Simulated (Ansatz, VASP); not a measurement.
## NiO: VASP beside Ansatz

```
Ni O
1.0
     0.00000    2.09131    2.09131
     2.09131    0.00000    2.09131
     2.09131    2.09131    0.00000
Ni O
1 1
Direct
  0.00000 0.00000 0.00000
  0.50000 0.50000 0.50000
```

Alike in both runs: task single point; functional LDA; k mesh 12 × 12 × 12; occupations gaussian, width 0.05 eV; collinear spin; Hubbard terms Ni d U = 4.2 eV.

|  | VASP | Ansatz |
| --- | --- | --- |
| version | VASP 6.6.1 | Ansatz 0.2.0 |
| potentials or method | VASP PAW LDA potentials, release 64 (Ni, O), cutoff 520 eV | scalar-relativistic, plane waves, PAW |
| valence electrons in the cell | 16 | 24 |

VASP gave:

* gap on the k mesh at the Fermi level (eV): 0.78
* least direct gap on the mesh (eV): 1.69
* pressure (GPa): -14.9
* net moment per atom (μB): 1.00
* size of the moment on the site where the two differ most (μB): 1.71

**Question.** Which values does Ansatz return?

**Answer.** gap on the k mesh at the Fermi level (eV): 0.70; least direct gap on the mesh (eV): 1.62; pressure (GPa): -7.9; net moment per atom (μB): 1.00; size of the moment on the site where the two differ most (μB): 1.64.

LDA's correlation is that of Perdew and Zunger in VASP and of Perdew and Wang (1992) in Ansatz. Site moments also hang on the region over which each program counts them. The programs project onto different local orbitals, so the same U acts differently, and such runs can settle in different states. VASP's potentials hold 16 valence electrons a cell and Ansatz's 24, so a difference there can come from the potentials and not from the codes. Ansatz's warnings: stability check not made.
